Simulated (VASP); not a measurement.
Set up this calculation in VASP 6.6.1, as the native input.

```
Task                   : single point
Functional             : PBE
Potentials or basis    : VASP PAW PBE potentials, release 64 (Zr_sv, Sb, H)
Cutoff                 : 520 eV
k mesh                 : 6 × 6 × 4
Occupations            : gaussian, width 0.1 eV
Spin                   : no spin polarisation
Dipole correction      : no
Further INCAR settings : ALGO = Normal; EDIFF = 1e-06; NBANDS = 23
```

The structure of Zr2SbH lies in POSCAR:

```
Zr2SbH
1.0
    3.9992805800      0.0000000000      0.0000000000
   -1.9996402900      3.4634785800      0.0000000000
    0.0000000000      0.0000000000      6.1988848900
Zr Sb H
2 1 1
Direct
    0.0000000000      0.0000000000      0.7500000000
    0.0000000000      0.0000000000      0.2500000000
    0.6666666700      0.3333333300      0.5000000000
    0.3333333300      0.6666666700      0.0000000000
```

One way to write it, as run:

INCAR

```
SYSTEM = Zr2SbH
ALGO = Normal
EDIFF = 1E-6
ENCUT = 520
GGA = PE
ISIF = 2
ISMEAR = 0
LASPH = .TRUE.
LCHARG = .FALSE.
LREAL = .FALSE.
LWAVE = .FALSE.
NBANDS = 23
NELM = 60
PREC = Accurate
SIGMA = 0.1
```

KPOINTS

```
k-points
0
G
  6 6 4
  0 0 0
```

Potentials or basis: VASP PAW PBE potentials, release 64 (Zr_sv, Sb, H).

Launch:

```sh
$ cat potpaw_PBE.64/Zr_sv/POTCAR potpaw_PBE.64/Sb/POTCAR potpaw_PBE.64/H/POTCAR > POTCAR
$ mpirun -np 1 vasp_std > vasp.out
```

It gave:

* Pressure: 2.2 GPa
* Largest force: 2.254 eV/Å
* Band gap on the k mesh: zero (bands 15 and 16 overlap by 0.32 eV)

Caveat: the stress differs along the axes, from 0 to 6 GPa; spin-orbit coupling is left out, which moves the levels of the heavy elements; forces of over 1 eV/Å act on the atoms, so gaps and moduli don't describe the material at rest.

Wall time 25 s on 1 thread of Oxide Virtual Turin-like Processor (shared host), peak memory 0.18 GiB.
